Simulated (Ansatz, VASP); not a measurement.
WC: VASP beside Ansatz

```
W C
1.0
     2.90650    0.00000    0.00000
    -1.45325    2.51710    0.00000
     0.00000    0.00000    2.83660
W C
1 1
Direct
  0.00000 0.00000 0.00000
  0.66667 0.33333 0.50000
```

Alike in both runs: functional PBE; k mesh 10 × 10 × 9; occupations fermi-dirac, width 0.05 eV; non-collinear spin, spin-orbit coupling.

|  | VASP | Ansatz |
| --- | --- | --- |
| version | VASP 6.6.1 | Ansatz 0.2.0 |
| potentials or method | VASP PAW PBE potentials, release 64 (W_sv, C) | Ansatz PAW |
| plane-wave cutoff (eV) | 520 | 420 |
| valence electrons in the cell | 18 | 18 |
| task | single point | band structure |

Ansatz gave:

```
pressure (GPa)                                                : 5.2
traceless stress, the component that is largest in VASP (GPa) : -0.46
```

**Question.** What did VASP give for the same quantities?

**Answer.** Pressure (GPa): 7.4; traceless stress, the component that is largest in VASP (GPa): -0.36.
